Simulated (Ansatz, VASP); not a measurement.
## Two plane-wave programs on Zn3InN3

File INCAR:

```
ALGO = Normal
EDIFF = 1E-7
ENCUT = 520
GGA = PE
ISIF = 2
ISMEAR = 0
LASPH = True
LCHARG = False
LREAL = False
LWAVE = False
NBANDS = 41
NELM = 100
PREC = Accurate
SIGMA = 0.1
```

The input KPOINTS:

```
k-points
0
Gamma
  4 4 4
```

The input POSCAR:

```
Zn3InN3
1.0
    4.6690763600      0.0000000000      0.0000000000
    0.0000000000      4.6690763600      0.0000000000
    0.0000000000      0.0000000000      4.6690763600
Zn In N
3 1 3
Direct
    0.5000000000      0.5000000000      0.0000000000
    0.0000000000      0.5000000000      0.5000000000
    0.5000000000      0.0000000000      0.5000000000
    0.5000000000      0.5000000000      0.5000000000
    0.5000000000      0.0000000000      0.0000000000
    0.0000000000      0.5000000000      0.0000000000
    0.0000000000      0.0000000000      0.5000000000
```

Input for Ansatz:

```yaml
crystal:
  lattice:
    - [4.66907636, 0.0, 0.0]
    - [0.0, 4.66907636, 0.0]
    - [0.0, 0.0, 4.66907636]
  atoms:
    - { symbol: Zn, position: [0.5, 0.5, 0.0] }
    - { symbol: Zn, position: [0.0, 0.5, 0.5] }
    - { symbol: Zn, position: [0.5, 0.0, 0.5] }
    - { symbol: In, position: [0.5, 0.5, 0.5] }
    - { symbol: "N", position: [0.5, 0.0, 0.0] }
    - { symbol: "N", position: [0.0, 0.5, 0.0] }
    - { symbol: "N", position: [0.0, 0.0, 0.5] }
basis:
  ecutwfc: 420
kpoints:
  mp_grid: { grid: [4, 4, 4] }
hamiltonian:
  xc: pbe
scf:
  occupations: { method: gaussian, width: 0.1 }
  lower_state_search: "off"
output:
  forces: true
  stress: true
  eigenvalues: true
```

Change from the starting cell: species swapped into the Ce3GaBr3 type (Pm-3m, No. 221).

Alike in both runs: task single point; functional PBE; k mesh 4 × 4 × 4; occupations gaussian, width 0.1 eV; no spin polarisation.

|  | VASP | Ansatz |
| --- | --- | --- |
| version | VASP 6.6.1 | Ansatz 0.2.0 |
| potentials or method | VASP PAW PBE potentials, release 64 (Zn, In_d, N), cutoff 520 eV | scalar-relativistic, plane waves, PAW |
| valence electrons in the cell | 64 | 64 |

|  | VASP | Ansatz | Ansatz less VASP |
| --- | --- | --- | --- |
| gap on the k mesh at the Fermi level (eV) | none | none | - |
| pressure (GPa) | 8.4 | 8.0 | -0.38 |

A gap of «none» marks a metal or a gap that the smearing closes.
